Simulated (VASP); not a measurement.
The system is BN.

```
CELL_PARAMETERS angstrom
2.20270 0.00000 0.00000
-1.10135 1.90760 0.00000
0.00000 0.00000 3.59040
ATOMIC_POSITIONS crystal
B 0.00000 0.00000 0.00000
B 0.00000 0.00000 0.50000
N 0.33333 0.66667 0.25000
N 0.66667 0.33333 0.75000
```

| Item | Value |
| --- | --- |
| Program | VASP 6.6.1 |
| Task | relaxation of cell and atoms |
| Functional | PBE |
| Potentials or basis | VASP PAW PBE potentials, release 64 (B, N) |
| Cutoff | 600 eV |
| k mesh | 12 × 12 × 6 |
| Occupations | fermi-dirac, width 0.02 eV |
| Spin | no spin polarisation |

At the start: pressure 272.3 GPa; volume 3.77 Å³/atom.

Problem. How do energy, volume and symmetry change on relaxing?

Solution. Over 7 steps the energy falls by 1059.0 meV/atom and the volume is 5.43 Å³/atom (+44.0 %); space group P6_3/mmc (No. 194, to 0.05 Å).

Step by step:
```csv
step,energy change (eV),largest force (eV/Å),pressure (GPa),volume (Å³)
1,0.0000,0.0000,272.26,15.09
2,-0.1954,0.0000,-75.62,33.85
3,-4.2096,0.0000,-10.11,22.32
4,-4.2273,0.0000,-3.22,21.90
5,-4.2292,0.0000,-0.02,21.71
6,-4.2340,0.0000,0.16,21.72
7,-4.2361,0.0000,0.05,21.72
```

Final structure:
```
CELL_PARAMETERS angstrom
2.49808 0.00000 0.00000
-1.24904 2.16340 0.00000
0.00000 0.00000 4.01910
ATOMIC_POSITIONS crystal
B 0.00000 0.00000 0.00000
B 0.00000 0.00000 0.50000
N 0.33333 0.66667 0.25000
N 0.66667 0.33333 0.75000
```

Caveat: the volume moved by over 15 % at a fixed basis, so the end points are rough.
